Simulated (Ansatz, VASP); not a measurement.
## BN: VASP beside Ansatz

```
B N
1.0
     2.51000    0.00000    0.00000
    -1.25500    2.17372    0.00000
     0.00000    0.00000    6.69000
B N
2 2
Direct
  0.00000 0.00000 0.50000
  0.33333 0.66667 0.00000
  0.07776 0.05693 0.00000
  0.74443 0.39026 0.50000
```

Change from the starting cell: all N atoms moved +0.175 Å, as atom 3 along Cartesian [1 1 0].

Alike in both runs: task single point; functional PBE; dispersion D3(BJ); k mesh 12 × 12 × 4; occupations gaussian, width 0.05 eV; no spin polarisation.

```csv
,VASP,Ansatz
version,VASP 6.6.1,Ansatz 0.2.0
potentials or method,"VASP PAW PBE potentials, release 64 (B, N), cutoff 520 eV","scalar-relativistic, plane waves, PAW"
valence electrons in the cell,16,16
```

```csv
,VASP,Ansatz,Ansatz less VASP
gap on the k mesh at the Fermi level (eV),2.96,2.96,+0.006
least direct gap on the mesh (eV),4.00,4.01,+0.007
pressure (GPa),8.7,8.8,+0.09
"traceless stress, the component that is largest in VASP (GPa)",19.32,19.30,-0.023
rms of the force components (eV/Å),3.444,3.453,+0.0089
```

Atom by atom the forces differ by 0.009 eV/Å (rms over components).
